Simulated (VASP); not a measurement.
# SiO2 (P4_12_12) in VASP: single point with revPBE

Aim: the single point of SiO2 with revPBE.

Everything below comes from runs of VASP 6.6.1. Logs are shortened: lines on timing, memory, paths and dates and some standing lists are left out, and cuts for length are marked.

## 1. The cell of the first run

Symmetry: P4_12_12, No. 92, tetragonal system. Conventional cell: a = 4.910 Å, b = 4.910 Å, c = 6.836 Å, α = 90.00°, β = 90.00°, γ = 90.00°. Within 2.1 Å of Si (site symmetry 2) lie 4 O at 1.58 Å. O (site symmetry 1) has 2 Si at 1.58 Å within 2.1 Å.

## 2. Single point, revPBE

The input, INCAR:

```
SYSTEM = SiO2
PREC     = Accurate       ! precision mode
ENCUT    = 520            ! plane-wave cutoff, eV
EDIFF    = 1E-7           ! SCF threshold, eV
ISMEAR   = -1             ! smearing method
SIGMA    = 0.1            ! smearing width, eV
LREAL    = .FALSE.        ! projectors in reciprocal space
LASPH    = .TRUE.         ! aspherical terms in the spheres
NELM     = 100            ! most SCF steps
ALGO     = Normal         ! electronic algorithm
ISIF     = 2              ! what is computed and relaxed
LWAVE    = .FALSE.        ! write WAVECAR
LCHARG   = .FALSE.        ! write CHGCAR
GGA      = RE             ! functional
NBANDS   = 44             ! bands
```

The input, KPOINTS:

```
Automatic mesh
0
G
  5 5 4
  0 0 0
```

The input, POSCAR:

```
SiO2
1.0
    4.9099179600      0.0000000000      0.0000000000
    0.0000000000      4.9099179600      0.0000000000
    0.0000000000      0.0000000000      6.8362783500
Si O
4 8
Direct
    0.3002800000      0.3002800000      0.0000000000
    0.1997200000      0.8002800000      0.2500000000
    0.6997200000      0.6997200000      0.5000000000
    0.8002800000      0.1997200000      0.7500000000
    0.2392000000      0.1044000000      0.1787000000
    0.3956000000      0.7392000000      0.4287000000
    0.7608000000      0.8956000000      0.6787000000
    0.6044000000      0.2608000000      0.9287000000
    0.7392000000      0.3956000000      0.5713000000
    0.8956000000      0.7608000000      0.3213000000
    0.2608000000      0.6044000000      0.0713000000
    0.1044000000      0.2392000000      0.8213000000
```

Potentials or basis: VASP PAW PBE potentials, release 64 (Si, O).

On the command line:

```bash
$ cat potpaw_PBE.64/Si/POTCAR potpaw_PBE.64/O/POTCAR > POTCAR
$ mpirun -np 1 vasp_std > vasp.out
```

OUTCAR:

```text
SYSTEM = SiO2
   PREC = Accurate
   ENCUT = 520
   EDIFF = 1E-7
   ISMEAR = -1
   LREAL = .FALSE.
   LASPH = .TRUE.
   NELM = 100
   ISIF = 2
   GGA = RE

 ion  position               nearest neighbor table
   1  0.300  0.300  0.000-   8 1.58  11 1.58   5 1.58  12 1.58   2 3.03   4 3.03   2 3.03   4 3.03

   2  0.200  0.800  0.250-   5 1.58  10 1.58   6 1.58  11 1.58   1 3.03   3 3.03   1 3.03   3 3.03

   3  0.700  0.700  0.500-   6 1.58   9 1.58   7 1.58  10 1.58   2 3.03   4 3.03   4 3.03   2 3.03

   4  0.800  0.200  0.750-   7 1.58  12 1.58   9 1.58   8 1.58   1 3.03   3 3.03   3 3.03   1 3.03

   5  0.239  0.104  0.179-   2 1.58   1 1.58
   6  0.396  0.739  0.429-   3 1.58   2 1.58
   7  0.761  0.896  0.679-   4 1.58   3 1.58
   8  0.604  0.261  0.929-   1 1.58   4 1.58
   9  0.739  0.396  0.571-   3 1.58   4 1.58
  10  0.896  0.761  0.321-   2 1.58   3 1.58
  11  0.261  0.604  0.071-   1 1.58   2 1.58
  12  0.104  0.239  0.821-   4 1.58   1 1.58

  LATTYP: Found a simple tetragonal cell.
 ALAT       =     4.9099179600
 C/A-ratio  =     1.3923406472

  Lattice vectors:

 A1 = (   4.9099179600,   0.0000000000,   0.0000000000)
 A2 = (   0.0000000000,   4.9099179600,   0.0000000000)
 A3 = (   0.0000000000,   0.0000000000,   6.8362783500)

Analysis of symmetry for initial positions (statically):
=====================================================================
 Subroutine PRICEL returns:
 Original cell was already a primitive cell.

 Routine SETGRP: Setting up the symmetry group for a
 simple tetragonal supercell.

 Subroutine GETGRP returns: Found  8 space group operations
 (whereof  2 operations were pure point group operations)
 out of a pool of 16 trial point group operations.

The static configuration has the point symmetry C_2 .
 The point group associated with its full space group is D_4 .

Analysis of symmetry for dynamics (positions and initial velocities):
=====================================================================
 Subroutine PRICEL returns:
 Original cell was already a primitive cell.

 Routine SETGRP: Setting up the symmetry group for a
 simple tetragonal supercell.

 Subroutine GETGRP returns: Found  8 space group operations
 (whereof  2 operations were pure point group operations)
 out of a pool of 16 trial point group operations.

The dynamic configuration has the point symmetry C_2 .
 The point group associated with its full space group is D_4 .

 Subroutine INISYM returns: Found  8 space group operations
 (whereof  2 operations are pure point group operations),
 and found     1 'primitive' translations

----------------------------------------------------------------------------------------

                                     Primitive cell

  volume of cell :     164.8042

  direct lattice vectors                    reciprocal lattice vectors
     4.909917960  0.000000000  0.000000000     0.203669391  0.000000000  0.000000000
     0.000000000  4.909917960  0.000000000     0.000000000  0.203669391  0.000000000
     0.000000000  0.000000000  6.836278350     0.000000000  0.000000000  0.146278421

  length of vectors
     4.909917960  4.909917960  6.836278350     0.203669391  0.203669391  0.146278421

  position of ions in fractional coordinates (direct lattice)
     0.300280000  0.300280000  0.000000000
     0.199720000  0.800280000  0.250000000
     0.699720000  0.699720000  0.500000000
     0.800280000  0.199720000  0.750000000
     0.239200000  0.104400000  0.178700000
     0.395600000  0.739200000  0.428700000
     0.760800000  0.895600000  0.678700000
     0.604400000  0.260800000  0.928700000
     0.739200000  0.395600000  0.571300000
     0.895600000  0.760800000  0.321300000
     0.260800000  0.604400000  0.071300000
     0.104400000  0.239200000  0.821300000

  ion indices of the primitive-cell ions
   primitive index   ion index
                 1           1
                 2           2
                 3           3
                 4           4
                 5           5
                 6           6
                 7           7
                 8           8
                 9           9
                10          10
                11          11
                12          12

----------------------------------------------------------------------------------------

 KPOINTS: Automatic mesh

Automatic generation of k-mesh.
 Grid dimensions read from file:
 generate k-points for:    5    5    4

 Generating k-lattice:

  Cartesian coordinates                     Fractional coordinates (reciprocal lattice)
     0.040733878  0.000000000  0.000000000     0.200000000  0.000000000  0.000000000
     0.000000000  0.040733878  0.000000000     0.000000000  0.200000000  0.000000000
     0.000000000  0.000000000  0.036569605     0.000000000  0.000000000  0.250000000

  Length of vectors
     0.040733878  0.040733878  0.036569605

  Shift w.r.t. Gamma in fractional coordinates (k-lattice)
     0.000000000  0.000000000  0.000000000

 Subroutine IBZKPT returns following result:
 ===========================================

 Found     18 irreducible k-points:

 Following reciprocal coordinates:
            Coordinates               Weight
  0.000000  0.000000  0.000000      1.000000
  0.200000  0.000000  0.000000      4.000000
  0.400000  0.000000  0.000000      4.000000
  0.200000  0.200000  0.000000      4.000000
  0.400000  0.200000  0.000000      8.000000
  0.400000  0.400000  0.000000      4.000000
[... 10 lines left out ...]
  0.400000  0.200000  0.500000      8.000000
  0.400000  0.400000  0.500000      4.000000
   k-points           NKPTS =     18   k-points in BZ     NKDIM =     18   number of bands    NBANDS=     44
   number of dos      NEDOS =    301   number of ions     NIONS =     12
   total plane-waves  NPLWV =  86400
   dimension x,y,z NGX =    40 NGY =   40 NGZ =   54
   dimension x,y,z NGXF=    80 NGYF=   80 NGZF=  108
   ions per type =               4   8
   NGX,Y,Z   is equivalent  to a cutoff of  13.54, 13.54, 13.13 a.u.
   NGXF,Y,Z  is equivalent  to a cutoff of  27.09, 27.09, 26.26 a.u.
 SYSTEM =  SiO2
   PREC   = accura    normal or accurate (medium, high low for compatibility)
   ISTART =      0    job   : 0-new  1-cont  2-samecut
   ICHARG =      2    charge: 1-file 2-atom 10-const
   ISPIN  =      1    spin polarized calculation?
   LNONCOLLINEAR =      F non collinear calculations
   LSORBIT =      F    spin-orbit coupling
   LASPH  =      T    aspherical Exc in radial PAW
   ENCUT  =  520.0 eV  38.22 Ry    6.18 a.u.   9.13  9.13 12.71*2*pi/ulx,y,z
   NELM   =    100;   NELMIN=  2; NELMDL= -5     # of ELM steps
   EDIFF  = 0.1E-06   stopping-criterion for ELM
   LREAL  =      F    real-space projection
   EDIFFG = 0.1E-05   stopping-criterion for IOM
   NSW    =      0    number of steps for IOM
   IBRION =     -1    ionic relax: 0-MD 1-quasi-New 2-CG
   NFREE  =      0    steps in history (QN), initial steepest desc. (CG)
   ISIF   =      2    stress and relaxation
   ISYM   =      2    0-nonsym 1-usesym 2-fastsym
   POTIM  = 0.5000    time-step for ionic-motion
   TEBEG  =    0.0;   TEEND  =   0.0 temperature during run
   PSTRESS=    0.0 pullay stress
   NELECT =      64.0000    total number of electrons
   NUPDOWN=      -1.0000    fix difference up-down
   EMIN   =  10.00;   EMAX   =-10.00  energy-range for DOS
   EFERMI =   0.00;   METHOD = LEGACY
   ISMEAR =    -1;   SIGMA  =   0.10  broadening in eV -4-tet -1-fermi 0-gaus
   EFERMI_NEDOS =   21; number of points for ismear=-14 and -15
   IALGO  =     38    algorithm
   IMIX   =      4    mixing-type and parameters
     AMIX     =   0.40;   BMIX     =  1.00
     AMIX_MAG =   1.60;   BMIX_MAG =  1.00
  volume/ion in A,a.u.               =      13.73        92.68
  Fermi-wavevector in a.u.,A,eV,Ry     =   1.194388  2.257066 19.409563  1.426563
  Thomas-Fermi vector in A             =   2.330379
   LORBIT       =      0    0 simple, 1 ext, 2 COOP (PROOUT), +10 PAW based schemes
   GGA     = RE    functional components
   LHFCALC =     F    Hartree Fock is set to
   AEXX    =    0.0000 exact exchange contribution
   IVDW    =     0    specifies the selected vdW correction
   LEPSILON=     F    determine dielectric tensor
   LRPA    =     F    only Hartree local field effects (RPA)
 non-spin polarized calculation
  energy-cutoff  :      520.00
  volume of cell :      164.80
 maximum number of plane-waves:      4458
 NGX is ok and might be reduce to    40
   NGX = 19   NGY = 19   NGZ = 25

 number of electron      63.9999996 magnetization

 Free energy of the ion-electron system (eV)
  ---------------------------------------------------
  ext. energy  EPLUGINS =         0.00000000
  ---------------------------------------------------
  free energy    TOTEN  =       -90.84930530 eV

  energy without entropy =      -90.84930530  energy(sigma->0) =      -90.84930530

 E-fermi :   2.7777     XC(G=0):  -8.2701

 val. band max:        0.5344301995   @ k =   0.0000   0.0000   0.0000
 cond. band min:       6.7750222550   @ k =   0.0000   0.0000   0.0000
 fundamental gap:      6.2405920555
 Fermi energy:         2.7777058097

 k-point     1 :       0.0000    0.0000    0.0000
  band No.  band energies     occupation
      1     -19.2594      2.00000
      2     -18.3076      2.00000
      3     -18.3076      2.00000
      4     -17.0716      2.00000
      5     -17.0303      2.00000
      6     -17.0227      2.00000
[... 36 lines left out ...]
     43      12.4502      0.00000
     44      12.6510      0.00000

 k-point     2 :       0.2000    0.0000    0.0000
  band No.  band energies     occupation
      1     -19.1724      2.00000
      2     -18.3971      2.00000
      3     -18.2039      2.00000
      4     -17.1622      2.00000
      5     -17.0777      2.00000
      6     -17.0498      2.00000
[... 36 lines left out ...]
     43      12.5894      0.00000
     44      12.6446      0.00000

 k-point     3 :       0.4000    0.0000    0.0000
  band No.  band energies     occupation
      1     -18.9385      2.00000
      2     -18.6395      2.00000
      3     -17.9165      2.00000
      4     -17.5225      2.00000
      5     -17.0880      2.00000
      6     -17.0826      2.00000
[... 36 lines left out ...]
     43      12.0052      0.00000
     44      12.6598      0.00000

 k-point     4 :       0.2000    0.2000    0.0000
  band No.  band energies     occupation
      1     -19.0843      2.00000
      2     -18.2984      2.00000
      3     -18.2917      2.00000
      4     -17.2869      2.00000
      5     -17.0827      2.00000
      6     -17.0531      2.00000
[... 600 lines left out ...]
     43      12.2200      0.00000
     44      12.2200      0.00000

 k-point    17 :       0.4000    0.2000    0.5000
  band No.  band energies     occupation
      1     -18.7205      2.00000
      2     -18.7205      2.00000
      3     -17.8049      2.00000
      4     -17.8049      2.00000
      5     -17.0738      2.00000
      6     -17.0738      2.00000
[... 36 lines left out ...]
     43      12.5195      0.00000
     44      12.5198      0.00000

 k-point    18 :       0.4000    0.4000    0.5000
  band No.  band energies     occupation
      1     -18.5025      2.00000
      2     -18.5025      2.00000
      3     -18.0348      2.00000
      4     -18.0348      2.00000
      5     -17.0853      2.00000
      6     -17.0853      2.00000
[... 36 lines left out ...]
     43      11.9444      0.00000
     44      11.9444      0.00000

------------------------ aborting loop because EDIFF is reached ----------------------------------------

  FORCE on cell =-STRESS in cart. coord.  units (eV):
  Direction    XX          YY          ZZ          XY          YZ          ZX
  --------------------------------------------------------------------------------------
  -------------------------------------------------------------------------------------
  Total       17.9209902     17.9209902     18.1352158      0.0000000      0.0000000     -0.0000000
  in kB      174.2225544    174.2225544    176.3051918      0.0000000      0.0000000     -0.0000000
  external PRESSURE =     174.9167669 kB  Pullay stress =       0.0000000 kB

 VOLUME and BASIS-vectors are now :
 -----------------------------------------------------------------------------
  energy-cutoff  :      520.00
  volume of cell :      164.80
      direct lattice vectors                 reciprocal lattice vectors
     4.909917960  0.000000000  0.000000000     0.203669391  0.000000000  0.000000000
     0.000000000  4.909917960  0.000000000     0.000000000  0.203669391  0.000000000
     0.000000000  0.000000000  6.836278350     0.000000000  0.000000000  0.146278421

 POSITION                                       TOTAL-FORCE (eV/Angst)
 -----------------------------------------------------------------------------------
      1.47435      1.47435      0.00000         0.017292      0.017292      0.000000
      0.98061      3.92931      1.70907        -0.017292      0.017292      0.000000
      3.43557      3.43557      3.41814        -0.017292     -0.017292      0.000000
      3.92931      0.98061      5.12721         0.017292     -0.017292      0.000000
      1.17445      0.51260      1.22164        -0.110862      0.572123      0.802201
      1.94236      3.62941      2.93071        -0.572123     -0.110862      0.802201
      3.73547      4.39732      4.63978         0.110862     -0.572123      0.802201
      2.96755      1.28051      6.34885         0.572123      0.110862      0.802201
      3.62941      1.94236      3.90557        -0.110862     -0.572123     -0.802201
      4.39732      3.73547      2.19650        -0.572123      0.110862     -0.802201
      1.28051      2.96755      0.48743         0.110862      0.572123     -0.802201
      0.51260      1.17445      5.61464         0.572123     -0.110862     -0.802201
 -----------------------------------------------------------------------------------
    total drift:                                0.000000     -0.000000      0.000000

  FREE ENERGIE OF THE ION-ELECTRON SYSTEM (eV)
  ---------------------------------------------------
  free  energy   TOTEN  =       -90.8493052991 eV

  energy  without entropy=      -90.8493052990  energy(sigma->0) =      -90.84930530
```

Run time: 3.4 min. Hardware: 1 thread of Intel Xeon 8259CL, shared host; peak memory 0.31 GiB.

Results:

```
Free energy            : -90.8493 eV
Pressure               : 17.5 GPa
Largest force          : 0.992 eV/Å
Band gap on the k mesh : 6.24 eV
```

Forces in eV/Å, atoms in the order of the input:
```
Si   0.017  0.017  0.000
Si  -0.017  0.017  0.000
Si  -0.017 -0.017  0.000
Si   0.017 -0.017  0.000
O   -0.111  0.572  0.802
O   -0.572 -0.111  0.802
O    0.111 -0.572  0.802
O    0.572  0.111  0.802
O   -0.111 -0.572 -0.802
O   -0.572  0.111 -0.802
O    0.111  0.572 -0.802
O    0.572 -0.111 -0.802
```

Caveat: the cell stands under pressure; the PAW data sets were made with another functional, which shifts forces and pressure a little; an odd mesh through Γ misses points on the zone boundary, where band edges can lie.
